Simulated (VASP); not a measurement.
# C (Fd-3m) in VASP: notebook

C is run at these levels: LDA; tasks: single point.

Everything below comes from runs of VASP 6.6.1. Logs are shortened: lines on timing, memory, paths and dates and some standing lists are left out, and cuts for length are marked.

## 1. The cell of the first run

It takes space group Fd-3m (No. 227, cubic). The conventional cell has a = 3.567 Å, b = 3.567 Å, c = 3.567 Å, α = 90.00°, β = 90.00°, γ = 90.00°. Within 2.1 Å of C (site symmetry -43m) lie 4 C at 1.54 Å.

## 2. Single point, LDA

Contents of INCAR:

```
ALGO = Normal
EDIFF = 1E-6
ENCUT = 1300
GGA = CA
GGA_COMPAT = F
ISIF = 2
ISMEAR = 0
LASPH = T
LCHARG = F
LREAL = F
LWAVE = F
NBANDS = 11
NELM = 120
PREC = Accurate
SIGMA = 0.05
```

Contents of KPOINTS:

```
k-points
0
Gamma
  12 12 12
```

Contents of POSCAR:

```
C
1.0
    0.0000000000      1.7834000000      1.7834000000
    1.7834000000      0.0000000000      1.7834000000
    1.7834000000      1.7834000000      0.0000000000
C
2
Direct
    0.5000000000      0.5000000000      0.5000000000
    0.7500000000      0.7500000000      0.7500000000
```

Potentials or basis: VASP PAW LDA potentials, release 64 (C_h).

Command:

```console
$ cat potpaw_LDA.64/C_h/POTCAR > POTCAR
$ mpirun -np 1 vasp_std > vasp.out
```

OUTCAR:

```text
EDIFF = 1E-6
   ENCUT = 1300
   GGA = CA
   ISIF = 2
   ISMEAR = 0
   LASPH = T
   LREAL = F
   NELM = 120
   PREC = Accurate

 ion  position               nearest neighbor table
   1  0.500  0.500  0.500-
   2  0.750  0.750  0.750-

  LATTYP: Found a face centered cubic cell.
 ALAT       =     3.5668000000

  Lattice vectors:

 A1 = (   0.0000000000,   1.7834000000,   1.7834000000)
 A2 = (   1.7834000000,   0.0000000000,   1.7834000000)
 A3 = (   1.7834000000,   1.7834000000,   0.0000000000)

Analysis of symmetry for initial positions (statically):
=====================================================================
 Subroutine PRICEL returns:
 Original cell was already a primitive cell.

 Routine SETGRP: Setting up the symmetry group for a
 face centered cubic supercell.

 Subroutine GETGRP returns: Found 48 space group operations
 (whereof 24 operations were pure point group operations)
 out of a pool of 48 trial point group operations.

The static configuration has the point symmetry T_d .
 The point group associated with its full space group is O_h .

Analysis of symmetry for dynamics (positions and initial velocities):
=====================================================================
 Subroutine PRICEL returns:
 Original cell was already a primitive cell.

 Routine SETGRP: Setting up the symmetry group for a
 face centered cubic supercell.

 Subroutine GETGRP returns: Found 48 space group operations
 (whereof 24 operations were pure point group operations)
 out of a pool of 48 trial point group operations.

The dynamic configuration has the point symmetry T_d .
 The point group associated with its full space group is O_h .

 Subroutine INISYM returns: Found 48 space group operations
 (whereof 24 operations are pure point group operations),
 and found     1 'primitive' translations

----------------------------------------------------------------------------------------

                                     Primitive cell

  volume of cell :      11.3443

  direct lattice vectors                    reciprocal lattice vectors
     0.000000000  1.783400000  1.783400000    -0.280363351  0.280363351  0.280363351
     1.783400000  0.000000000  1.783400000     0.280363351 -0.280363351  0.280363351
     1.783400000  1.783400000  0.000000000     0.280363351  0.280363351 -0.280363351

  length of vectors
     2.522108467  2.522108467  2.522108467     0.485603568  0.485603568  0.485603568

[... 87 lines left out ...]
   ISYM   =      2    0-nonsym 1-usesym 2-fastsym
   POTIM  = 0.5000    time-step for ionic-motion
   TEBEG  =    0.0;   TEEND  =   0.0 temperature during run
   PSTRESS=    0.0 pullay stress
   NELECT =       8.0000    total number of electrons
   NUPDOWN=      -1.0000    fix difference up-down
   EMIN   =  10.00;   EMAX   =-10.00  energy-range for DOS
   EFERMI =   0.00;   METHOD = LEGACY
   ISMEAR =     0;   SIGMA  =   0.05  broadening in eV -4-tet -1-fermi 0-gaus
   EFERMI_NEDOS =   21; number of points for ismear=-14 and -15
   IALGO  =     38    algorithm
   IMIX   =      4    mixing-type and parameters
     AMIX     =   0.40;   BMIX     =  1.00
     AMIX_MAG =   1.60;   BMIX_MAG =  1.00
  volume/ion in A,a.u.               =       5.67        38.28
  Fermi-wavevector in a.u.,A,eV,Ry     =   1.457178  2.753668 28.890189  2.123369
  Thomas-Fermi vector in A             =   2.574010
   LORBIT       =      0    0 simple, 1 ext, 2 COOP (PROOUT), +10 PAW based schemes
   GGA     = CA    functional components
   LHFCALC =     F    Hartree Fock is set to
   AEXX    =    0.0000 exact exchange contribution
   IVDW    =     0    specifies the selected vdW correction
   LEPSILON=     F    determine dielectric tensor
   LRPA    =     F    only Hartree local field effects (RPA)
 non-spin polarized calculation
 Gauss-broadening in eV      SIGMA  =   0.05
  energy-cutoff  :     1300.00
  volume of cell :       11.34
 maximum number of plane-waves:      1243
 NGX is ok and might be reduce to    30

 number of electron       8.0000000 magnetization

 Free energy of the ion-electron system (eV)
  ---------------------------------------------------
  ext. energy  EPLUGINS =         0.00000000
  ---------------------------------------------------
  free energy    TOTEN  =       -20.25590822 eV

  energy without entropy =      -20.25590822  energy(sigma->0) =      -20.25590822

 E-fermi :  11.1429     XC(G=0): -13.6496

 val. band max:       10.8646853425   @ k =   0.0000   0.0000   0.0000
 cond. band min:      14.9895242057   @ k =   0.3333   0.3333   0.0000
 fundamental gap:      4.1248388632
 Fermi energy:        11.1429306361

 k-point     1 :       0.0000    0.0000    0.0000
  band No.  band energies     occupation
      1     -10.4542      2.00000
      2      10.8647      2.00000
      3      10.8647      2.00000
      4      10.8647      2.00000
      5      16.4078      0.00000
      6      16.4078      0.00000
      7      16.4078      0.00000
      8      24.4124      0.00000
      9      29.8696      0.00000
     10      37.4841      0.00000
     11      37.4841      0.00000
[... 309 lines left out ...]
 k-point    24 :      -0.4167    0.1667    0.0000
  band No.  band energies     occupation
      1      -4.2258      2.00000
      2      -1.6271      2.00000
      3       5.4317      2.00000
      4       7.2856      2.00000
      5      18.3396      0.00000
      6      21.0092      0.00000
      7      22.1155      0.00000
      8      26.1044      0.00000
      9      30.0148      0.00000
     10      34.9157      0.00000
     11      35.1048      0.00000

 [... further k-points ...]

------------------------ aborting loop because EDIFF is reached ----------------------------------------

  FORCE on cell =-STRESS in cart. coord.  units (eV):
  Direction    XX          YY          ZZ          XY          YZ          ZX
  --------------------------------------------------------------------------------------
  -------------------------------------------------------------------------------------
  Total       -0.8692714     -0.8692714     -0.8692714      0.0000000      0.0000000     -0.0000000
  in kB     -122.7692681   -122.7692681   -122.7692681      0.0000000      0.0000000     -0.0000000
  external PRESSURE =    -122.7692681 kB  Pullay stress =       0.0000000 kB

 VOLUME and BASIS-vectors are now :
 -----------------------------------------------------------------------------
  energy-cutoff  :     1300.00
  volume of cell :       11.34
      direct lattice vectors                 reciprocal lattice vectors
     0.000000000  1.783400000  1.783400000    -0.280363351  0.280363351  0.280363351
     1.783400000  0.000000000  1.783400000     0.280363351 -0.280363351  0.280363351
     1.783400000  1.783400000  0.000000000     0.280363351  0.280363351 -0.280363351

 POSITION                                       TOTAL-FORCE (eV/Angst)
 -----------------------------------------------------------------------------------
      1.78340      1.78340      1.78340        -0.000000     -0.000000     -0.000000
      2.67510      2.67510      2.67510         0.000000      0.000000      0.000000
 -----------------------------------------------------------------------------------
    total drift:                                0.000000     -0.000000     -0.000000

  FREE ENERGIE OF THE ION-ELECTRON SYSTEM (eV)
  ---------------------------------------------------
  free  energy   TOTEN  =       -20.2559082170 eV

  energy  without entropy=      -20.2559082170  energy(sigma->0) =      -20.25590822
```

Run time: 11 s. Hardware: 1 thread of Intel Xeon 6975P-C (Granite Rapids), shared host; peak memory 0.15 GiB.

Results:

- Free energy: -20.2559 eV
- Pressure: -12.3 GPa
- Band gap on the k mesh: 4.12 eV (least direct gap 5.54 eV)

Caveat: the cell stands under tension. A k mesh can miss the band edges.

## 3. Single point, LDA

This run uses another cell than the first one: it holds 8 atoms, not 2.

Contents of INCAR:

```
PREC = Accurate
ENCUT = 1300
EDIFF = 1E-6
ISMEAR = 0
SIGMA = 0.05
LREAL = False
LASPH = True
NELM = 120
ALGO = Normal
ISIF = 2
LWAVE = False
LCHARG = False
GGA = CA
NBANDS = 26
GGA_COMPAT = False
```

Contents of KPOINTS:

```
Automatic mesh
0
Gamma
  6 6 6
```

Contents of POSCAR:

```
C
1.0
    3.5668000000      0.0000000000      0.0000000000
    0.0000000000     -3.5668000000      0.0000000000
    0.0000000000      0.0000000000     -3.5668000000
C
8
Direct
    0.5000000000      0.0000000000      0.0000000000
    0.0000000000      0.5000000000      0.0000000000
    0.0000000000      0.0000000000      0.5000000000
    0.5000000000      0.5000000000      0.5000000000
    0.7500000000      0.7500000000      0.7500000000
    0.2500000000      0.2500000000      0.7500000000
    0.2500000000      0.7500000000      0.2500000000
    0.7500000000      0.2500000000      0.2500000000
```

Potentials or basis: VASP PAW LDA potentials, release 64 (C_h).

Command:

```console
$ cat potpaw_LDA.64/C_h/POTCAR > POTCAR
$ mpirun -np 1 vasp_std > vasp.out
```

It took 72 s on 1 thread of AMD EPYC 7R43 (Zen 3), shared host; peak memory 0.19 GiB.

Results (log left out):

```yaml
Free_energy: -81.0235 eV
Pressure: -12.3 GPa
Band_gap_on_the_k_mesh: 4.12 eV
```

Levels at points of the mesh, in eV from the valence-band top:
| k point | band 13 | band 14 | band 15 | band 16 | band 17 | band 18 | band 19 | band 20 |
| --- | --- | --- | --- | --- | --- | --- | --- | --- |
| (0.00, 0.00, 0.00) | -6.29 | 0.00 | 0.00 | 0.00 | 4.71 | 4.71 | 4.71 | 4.71 |
| (0.50, 0.00, 0.00) | -4.12 | -4.12 | -4.12 | -4.12 | 4.41 | 4.41 | 10.18 | 10.18 |
| (0.50, 0.50, 0.00) | -3.00 | -3.00 | -3.00 | -3.00 | 7.88 | 7.88 | 7.88 | 7.88 |
| (0.50, 0.50, 0.50) | -2.79 | -2.79 | -2.79 | -2.79 | 8.38 | 8.38 | 8.38 | 8.38 |

Caveat: the cell stands under tension. A k mesh can miss the band edges.
